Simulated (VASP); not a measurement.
## AlNi: single point with PBE

The system is AlNi, a slab with vacuum.

```
CELL_PARAMETERS angstrom
2.89308 0.00000 0.00000
0.00000 4.09144 0.00000
0.00000 0.00000 27.27431
ATOMIC_POSITIONS crystal
Al 0.00000 0.50000 0.27498
Al 0.00000 0.00000 0.34999
Al 0.00000 0.50000 0.42499
Al 0.00000 0.00000 0.50000
Al 0.00000 0.50000 0.57501
Al 0.00000 0.00000 0.65001
Al 0.00000 0.50000 0.72502
Ni 0.50000 0.00000 0.27498
Ni 0.50000 0.50000 0.34999
Ni 0.50000 0.00000 0.42499
Ni 0.50000 0.50000 0.50000
Ni 0.50000 0.00000 0.57501
Ni 0.50000 0.50000 0.65001
Ni 0.50000 0.00000 0.72502
```

```json
{
  "Program": "VASP 6.6.1",
  "Task": "single point",
  "Functional": "PBE",
  "Potentials or basis": "VASP PAW PBE potentials, release 64 (Al, Ni)",
  "Cutoff": "520 eV",
  "k mesh": "12 × 9 × 1",
  "Occupations": "gaussian, width 0.1 eV",
  "Spin": "no spin polarisation",
  "Dipole correction": "yes",
  "Further INCAR settings": "ALGO = Normal; EDIFF = 1e-06; NBANDS = 58"
}
```

- Largest force: 0.573 eV/Å
- Band gap on the k mesh: zero (an odd number of electrons rules out a gap without spin polarisation)

Forces on the atoms (eV/Å):
```
Al   0.000  0.000 -0.448
Al   0.000  0.000 -0.370
Al   0.000  0.000 -0.001
Al   0.000  0.000  0.000
Al   0.000  0.000  0.001
Al   0.000  0.000  0.370
Al   0.000  0.000  0.448
Ni   0.000  0.000  0.573
Ni   0.000  0.000  0.285
Ni   0.000  0.000 -0.045
Ni   0.000  0.000  0.000
Ni   0.000  0.000  0.045
Ni   0.000  0.000 -0.285
Ni   0.000  0.000 -0.573
```

Levels at points of the mesh, in eV from the Fermi level:
```tsv
k point	band 44	band 45	band 46	band 47	band 48	band 49
(0.00, 0.00, 0.00)	-1.05	-0.58	0.11	1.04	1.81	2.11
(0.50, 0.00, 0.00)	-0.29	-0.06	0.35	0.59	1.41	2.27
```

Wall time 38 min on 1 thread of Intel Xeon 8259CL (shared host), peak memory 0.68 GiB.

Spin polarisation is off, so any magnetic state and its effect on volume and gap are missing.
